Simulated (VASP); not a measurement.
Ru: single point with r2SCAN

The system is Ru.

```
Ru
1.0
    -1.53263    1.53263    1.53263
     1.53263   -1.53263    1.53263
     1.53263    1.53263   -1.53263
Ru
1
Direct
  0.00000 0.00000 0.00000
```

This isn't the form of Ru at room conditions, which is hcp.

```json
{
  "Program": "VASP 6.6.1",
  "Task": "single point",
  "Functional": "r2SCAN",
  "Potentials or basis": "VASP PAW PBE potentials, release 64 (Ru_pv)",
  "Cutoff": "520 eV",
  "k mesh": "16 × 16 × 16",
  "Occupations": "fermi-dirac, width 0.05 eV",
  "Spin": "collinear spin, ferromagnetic start",
  "Starting moments": "[1.333] μB",
  "Dipole correction": "no",
  "Further INCAR settings": "ALGO = Normal; EDIFF = 1e-06; NBANDS = 17"
}
```

* Pressure: -8.2 GPa
* Band gap on the k mesh: zero (filled and empty bands overlap)
* Net moment: 0.00 μB per cell
* Valence electrons inside the program's atomic spheres: Ru 12.57

Levels at points of the mesh, in eV from the Fermi level:
Spin up:
```csv
k point,band 5,band 6,band 7,band 8,band 9,band 10
"(0.00, 0.00, 0.00)",-2.85,-2.85,-2.85,-0.07,-0.07,8.42
"(0.50, 0.00, 0.00)",-4.60,-0.11,0.38,1.18,2.33,8.42
"(0.50, 0.50, 0.50)",-6.26,1.73,1.73,1.73,8.42,9.60
```
Spin down:
| k point | band 4 | band 5 | band 6 | band 7 | band 8 | band 9 | band 10 | band 11 |
| --- | --- | --- | --- | --- | --- | --- | --- | --- |
| (0.00, 0.00, 0.00) | -8.17 | -2.85 | -2.85 | -2.85 | -0.07 | -0.07 | 8.43 | 17.92 |
| (0.50, 0.00, 0.00) | -6.22 | -4.60 | -0.11 | 0.38 | 1.18 | 2.33 | 8.43 | 10.31 |
| (0.50, 0.50, 0.50) | -6.26 | -6.26 | 1.74 | 1.74 | 1.74 | 8.43 | 9.60 | 9.60 |

It took 4.2 min on 1 thread of Intel(R) Xeon(R) Platinum 8259CL CPU @ 2.50GHz (Skylake/Cascade Lake), with other jobs on the host, peak memory 0.17 GiB.

Caveat: the cell stands under tension; an empty level that is flat over the whole mesh can mark a ghost state of the potentials, or a narrow d or f band; the PAW data sets were made with another functional, which shifts forces and pressure a little.
